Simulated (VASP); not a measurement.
# Sn (I4/mmm) in VASP: a series of runs, part 2 of 2

VASP 6.6.1. Earlier steps stand in the parts before.

### 3 Single point, PBE+D3(BJ)

INCAR reads:

```
PREC = Accurate
ENCUT = 520
EDIFF = 1E-7
ISMEAR = 0
SIGMA = 0.15
LREAL = False
LASPH = True
NELM = 60
ALGO = Fast
ISIF = 2
LWAVE = False
LCHARG = True
GGA = PE
IVDW = 12
LELF = True
LVHAR = True
NBANDS = 13
```

KPOINTS reads:

```
regular mesh
0
Gamma
  20 20 20
```

POSCAR reads:

```
Sn
1.0
   -1.7359942956      1.7359942956      2.2567925842
    1.7359942956     -1.7359942956      2.2567925842
    1.7359942956      1.7359942956     -2.2567925842
Sn
1
Direct
    0.0000000000      0.0000000000      0.0000000000
```

Potentials or basis: VASP PAW PBE potentials, release 64 (Sn_d).

The run is started by

```sh
$ cat potpaw_PBE.64/Sn_d/POTCAR > POTCAR
$ mpirun -np 1 vasp_std > vasp.out
```

OUTCAR:

```text
PREC = Accurate
   ENCUT = 520
   EDIFF = 1E-7
   ISMEAR = 0
   LREAL = False
   LASPH = True
   NELM = 60
   ISIF = 2
   GGA = PE
   IVDW = 12
 IVDW          = 12

 ion  position               nearest neighbor table
   1  0.000  0.000  0.000-

  LATTYP: Found a body centered tetragonal cell.
 ALAT       =     3.4719885912
 C/A-ratio  =     1.3000000000

  Lattice vectors:

 A1 = (  -1.7359942956,   1.7359942956,   2.2567925842)
 A2 = (   1.7359942956,  -1.7359942956,   2.2567925842)
 A3 = (   1.7359942956,   1.7359942956,  -2.2567925842)

Analysis of symmetry for initial positions (statically):
=====================================================================
 Subroutine PRICEL returns:
 Original cell was already a primitive cell.

 Routine SETGRP: Setting up the symmetry group for a
 body centered tetragonal supercell.

 Subroutine GETGRP returns: Found 16 space group operations
 (whereof 16 operations were pure point group operations)
 out of a pool of 16 trial point group operations.

The static configuration has the point symmetry D_4h.

Analysis of symmetry for dynamics (positions and initial velocities):
=====================================================================
 Subroutine PRICEL returns:
 Original cell was already a primitive cell.

 Routine SETGRP: Setting up the symmetry group for a
 body centered tetragonal supercell.

 Subroutine GETGRP returns: Found 16 space group operations
 (whereof 16 operations were pure point group operations)
 out of a pool of 16 trial point group operations.

The dynamic configuration has the point symmetry D_4h.

 Subroutine INISYM returns: Found 16 space group operations
 (whereof 16 operations are pure point group operations),
 and found     1 'primitive' translations

----------------------------------------------------------------------------------------

[... 116 lines left out ...]
   LHFCALC =     F    Hartree Fock is set to
   AEXX    =    0.0000 exact exchange contribution
   IVDW    =    12    specifies the selected vdW correction
   LEPSILON=     F    determine dielectric tensor
   LRPA    =     F    only Hartree local field effects (RPA)
 non-spin polarized calculation
 RMM-DIIS sequential band-by-band and
 Gauss-broadening in eV      SIGMA  =   0.15
  energy-cutoff  :      520.00
  volume of cell :       27.20
 maximum number of plane-waves:       757
 NGX is ok and might be reduce to    28
   NGX = 13   NGY = 13   NGZ = 13

 number of electron      14.0000003 magnetization

 Free energy of the ion-electron system (eV)
  ---------------------------------------------------
  ext. energy  EPLUGINS =         0.00000000
  ---------------------------------------------------
  free energy    TOTEN  =        -3.78568711 eV

  energy without entropy =       -3.78054813  energy(sigma->0) =       -3.78311762

 E-fermi :   8.1646     XC(G=0): -10.3592

 val. band max:        8.1627780490   @ k =  -0.3500   0.5000   0.2500
 cond. band min:       8.1722528080   @ k =   0.2500   0.1000   0.0000
 fundamental gap:      0.0094747590
 Fermi energy:         8.1645734552

 k-point     1 :       0.0000    0.0000    0.0000
  band No.  band energies     occupation
      1     -13.4515      2.00000
      2     -13.4515      2.00000
      3     -13.4031      2.00000
      4     -13.3898      2.00000
      5     -13.3318      2.00000
      6      -3.0009      2.00000
      7      15.7306      0.00000
      8      15.8998      0.00000
      9      15.8998      0.00000
     10      18.8160      0.00000
     11      19.9090      0.00000
     12      19.9090      0.00000
     13      20.2732      0.00000
[... 354 lines left out ...]
  band No.  band energies     occupation
      1     -13.4461      2.00000
      2     -13.4321      2.00000
      3     -13.3947      2.00000
      4     -13.3202      2.00000
      5     -13.3059      2.00000
      6      -0.6986      2.00000
      7       6.8199      2.00000
      8      13.4956      0.00000
      9      14.2943      0.00000
     10      17.5700      0.00000
     11      18.4038      0.00000
     12      19.3824      0.00000
     13      22.1262      0.00000

 [... further k-points ...]

------------------------ aborting loop because EDIFF is reached ----------------------------------------

 Edisp (eV)   -0.38456

 E8    (eV) :    -0.1846

  FORCE on cell =-STRESS in cart. coord.  units (eV):
  Direction    XX          YY          ZZ          XY          YZ          ZX
  --------------------------------------------------------------------------------------
  -------------------------------------------------------------------------------------
  Total      -0.14423    -0.14423    -0.17831     0.00000     0.00000     0.00000
  in kB      -8.49413    -8.49413   -10.50111     0.00000     0.00000     0.00000
  external pressure =       -9.16 kB  Pullay stress =        0.00 kB

 VOLUME and BASIS-vectors are now :
 -----------------------------------------------------------------------------
  energy-cutoff  :      520.00
  volume of cell :       27.20
      direct lattice vectors                 reciprocal lattice vectors
    -1.735994296  1.735994296  2.256792584     0.000000000  0.288019380  0.221553369
     1.735994296 -1.735994296  2.256792584     0.288019380  0.000000000  0.221553369
     1.735994296  1.735994296 -2.256792584     0.288019380  0.288019380  0.000000000

 POSITION                                       TOTAL-FORCE (eV/Angst)
 -----------------------------------------------------------------------------------
      0.00000      0.00000      0.00000         0.000000     -0.000000      0.000000
 -----------------------------------------------------------------------------------
    total drift:                               -0.000000     -0.000000     -0.000000

  FREE ENERGIE OF THE ION-ELECTRON SYSTEM (eV)
  ---------------------------------------------------
  free  energy   TOTEN  =        -4.1702489739 eV

  energy  without entropy=       -4.1651099971  energy(sigma->0) =       -4.16767949
```

OSZICAR:

```text
N       E                     dE             d eps       ncg     rms          rms(c)
DAV:   1     0.803188976995E+02    0.80319E+02   -0.72114E+03 17203   0.161E+03
DAV:   2     0.182384980740E+01   -0.78495E+02   -0.75990E+02 17591   0.337E+02
DAV:   3    -0.368134168107E+01   -0.55052E+01   -0.54826E+01 19807   0.729E+01
DAV:   4    -0.379426473188E+01   -0.11292E+00   -0.11290E+00 20280   0.111E+01
DAV:   5    -0.379808616480E+01   -0.38214E-02   -0.38213E-02 21957   0.200E+00    0.131E+00
RMM:   6    -0.378886646402E+01    0.92197E-02   -0.80637E-03 21059   0.117E+00    0.750E-01
RMM:   7    -0.378574327555E+01    0.31232E-02   -0.66203E-03 20972   0.956E-01    0.921E-02
RMM:   8    -0.378565158257E+01    0.91693E-04   -0.76582E-04 23085   0.418E-01    0.286E-02
RMM:   9    -0.378568366755E+01   -0.32085E-04   -0.30477E-04 25486   0.169E-01    0.188E-02
RMM:  10    -0.378568488465E+01   -0.12171E-05   -0.48770E-05 22748   0.104E-01    0.228E-03
RMM:  11    -0.378568699440E+01   -0.21098E-05   -0.28176E-05 27820   0.499E-02    0.539E-03
RMM:  12    -0.378568734314E+01   -0.34874E-06   -0.19929E-06 24402   0.139E-02    0.696E-03
RMM:  13    -0.378568718707E+01    0.15607E-06   -0.41485E-07 17826   0.838E-03    0.278E-03
RMM:  14    -0.378568710571E+01    0.81363E-07   -0.14643E-07 12637   0.427E-03
   1 F= -.41702490E+01 E0= -.41676795E+01  d E =-.513898E-02
```

It took 8.3 min on 1 thread of Intel Xeon 8259CL, shared host; peak memory 0.34 GiB.

Results:

```
Free energy                : -4.1702 eV
Pressure                   : -0.9 GPa
Band gap on the k mesh     : zero (bands 7 and 8 overlap by 9.74 eV)
Dispersion energy per atom : -0.385 eV
```

Caveat: spin-orbit coupling is left out, which moves the levels of the heavy elements.
